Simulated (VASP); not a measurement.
## Rb: relaxation of cell and atoms with PBE

The system is Rb.

```
CELL_PARAMETERS angstrom
-2.80600 2.80600 2.80600
2.80600 -2.80600 2.80600
2.80600 2.80600 -2.80600
ATOMIC_POSITIONS crystal
Rb 0.00000 0.00000 0.00000
```

| Property | Result |
| --- | --- |
| Program | VASP 6.6.1 |
| Task | relaxation of cell and atoms |
| Functional | PBE |
| Potentials or basis | VASP PAW PBE potentials, release 64 (Rb_sv) |
| Cutoff | 600 eV |
| k mesh | 10 × 10 × 10 |
| Occupations | gaussian, width 0.1 eV |
| Spin | no spin polarisation |
| Dipole correction | no |
| Further INCAR settings | ALGO = Normal; EDIFF = 1e-06; IBRION = 2; EDIFFG = -0.005; NSW = 100; ISIF = 3 |

```yaml
Relaxed_volume: 91.14 Å³/atom
Relaxed_cell: a = 4.910 Å, b = 4.910 Å, c = 4.910 Å, α = 109.47°, β = 109.47°, γ = 109.47°
Space_group_after_relaxing_to_0.05_Å: Im-3m (No. 229)
Energy_gained_by_relaxing: 0.8 meV/atom
Ionic_steps: 3
Pressure_after_relaxing: 0.0 GPa
```

Step by step:
```tsv
step	energy change (eV)	largest force (eV/Å)	pressure (GPa)	volume (Å³)
1	0.0000	0.0000	0.10	88.37
2	-0.0004	0.0000	0.07	89.06
3	-0.0008	0.0000	0.00	91.14
```

Final structure:
```
CELL_PARAMETERS angstrom
-2.83493 2.83493 2.83493
2.83493 -2.83493 2.83493
2.83493 2.83493 -2.83493
ATOMIC_POSITIONS crystal
Rb 0.00000 0.00000 0.00000
```

Levels at points of the mesh, in eV from the Fermi level:
```
           k point  band 2  band 3  band 4  band 5  band 6  band 7  band 8
(0.00, 0.00, 0.00)  -12.95  -12.95  -12.95   -1.97    3.67    3.67    3.67
(0.50, 0.00, 0.00)  -13.04  -12.98  -12.95    0.24    0.78    2.58    4.25
(0.50, 0.50, 0.50)  -13.02  -13.02  -13.02    1.26    1.26    3.24    3.24
```

Wall time 64 s on 1 thread of AMD EPYC 7R43 64-Core Processor (Zen 3), on a shared host, peak memory 0.23 GiB.

PBE usually gives volumes a little too large and moduli too small. Zero-point motion and thermal expansion aren't in these numbers.
